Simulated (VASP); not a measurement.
Here is a VASP 6.6.1 calculation.

File INCAR:

```
PREC     = Accurate       # precision mode
ENCUT    = 520            # plane-wave cutoff, eV
EDIFF    = 1E-6           # SCF threshold, eV
ISMEAR   = -1             # smearing method
SIGMA    = 0.1            # smearing width, eV
LREAL    = False          # projectors in reciprocal space
LASPH    = True           # aspherical terms in the spheres
NELM     = 80             # most SCF steps
ALGO     = Normal         # electronic algorithm
ISIF     = 2              # what is computed and relaxed
LWAVE    = False          # write WAVECAR
LCHARG   = False          # write CHGCAR
GGA      = PE             # functional
NBANDS   = 18             # bands
```

The input KPOINTS:

```
regular mesh
0
Gamma
  15 15 4
```

File POSCAR:

```
P
1.0
    2.6308824984      0.0000000000      0.0000000000
   -1.3154412492      2.2784110780      0.0000000000
    0.0000000000      0.0000000000      9.8232344269
P
4
Direct
    0.0000000000      1.0000000000      0.0000000000
    0.0000000000      1.0000000000      0.5000000000
    0.3333333333      0.6666666667      0.2500000000
    0.6666666667      0.3333333333      0.7500000000
```

Potentials or basis: VASP PAW PBE potentials, release 64 (P).

Command:

```console
$ cat potpaw_PBE.64/P/POTCAR > POTCAR
$ mpirun -np 1 vasp_std > vasp.out
```

(1) Estimate the pressure.

(2) Predict the band gap on the k mesh.

Answers

(1) -0.4 GPa.

(2) zero (band 10 reaches 16.29 eV, above the bottom of band 11 at 5.69 eV).
